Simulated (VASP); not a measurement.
A run of VASP 6.6.1 is set up as follows.

The input INCAR:

```
  PREC = Accurate
  ENCUT = 520
  EDIFF = 1E-7
  ISMEAR = 0
  SIGMA = 0.05
  LREAL = F
  LASPH = T
  NELM = 100
  ALGO = Normal
  ISIF = 2
  LWAVE = F
  LCHARG = F
  GGA = PS
  NBANDS = 16
```

The input KPOINTS:

```
Automatic mesh
0
Gamma
  12 12 12
```

POSCAR

```
ZnSe
1.0
    0.0000000000      2.6345300585      2.6345300585
    2.6345300585      0.0000000000      2.6345300585
    2.6345300585      2.6345300585      0.0000000000
Se Zn
1 1
Direct
    0.0000000000      0.0000000000      0.0000000000
    0.5000000000      0.5000000000      0.5000000000
```

Potentials or basis: VASP PAW PBE potentials, release 64 (Se, Zn).

Launch:

```console
$ cat potpaw_PBE.64/Se/POTCAR potpaw_PBE.64/Zn/POTCAR > POTCAR
$ mpirun -np 1 vasp_std > vasp.out
```

(1) What does it give for the pressure?

(2) What does it give for the band gap on the k mesh?

## Answers

(1) 0.4 GPa.

(2) zero (band 9 reaches 3.57 eV, above the bottom of band 10 at 2.42 eV).

Caveat: the PAW data sets were made with another functional, which shifts forces and pressure a little.
